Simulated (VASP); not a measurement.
Input of a VASP 6.6.1 run:

Contents of POSCAR:

```
ZnS
1.0
    0.0000000000      2.5310227333      2.5310227333
    2.5310227333      0.0000000000      2.5310227333
    2.5310227333      2.5310227333      0.0000000000
Zn S
1 1
Direct
    0.0000000000      0.0000000000      0.0000000000
    0.5000000000      0.5000000000      0.5000000000
```

Contents of INCAR.step1:

```
SYSTEM = ZnS
ALGO = Normal
EDIFF = 1E-5
ENCUT = 520
GGA = PE
ISIF = 2
ISMEAR = -1
LASPH = .True.
LCHARG = .False.
LREAL = .False.
LWAVE = .True.
NBANDS = 16
NELM = 80
PREC = Accurate
SIGMA = 0.02
```

File INCAR.step2:

```
SYSTEM = ZnS
ALGO = Normal
EDIFF = 1E-7
ENCUT = 520
GGA = PE
HFSCREEN = 0.2079
ISIF = 2
ISMEAR = -1
ISTART = 1
LASPH = .True.
LCHARG = .False.
LHFCALC = .True.
LREAL = .False.
LWAVE = .False.
NBANDS = 16
NELM = 80
PREC = Accurate
PRECFOCK = Normal
SIGMA = 0.02
```

Contents of KPOINTS:

```
k-points
0
Gamma
  4 4 4
  0 0 0
```

Potentials or basis: VASP PAW PBE potentials, release 64 (Zn, S).

Launch:

```console
$ cat potpaw_PBE.64/Zn/POTCAR potpaw_PBE.64/S/POTCAR > POTCAR
$ cp INCAR.step1 INCAR
$ mpirun -np 1 vasp_std > vasp.out
$ cp INCAR.step2 INCAR
$ mpirun -np 1 vasp_std > vasp.out
```

Problem. Estimate the band gap on the k mesh.

Solution. 0.84 eV, indirect (least direct gap 3.42 eV).

Problem. What does it give for the pressure?

Solution. 1.8 GPa.

Caveat: the k points lie up to 0.54 Å⁻¹ apart; the PAW data sets were made with another functional, which shifts forces and pressure a little. A k mesh can miss the band edges.
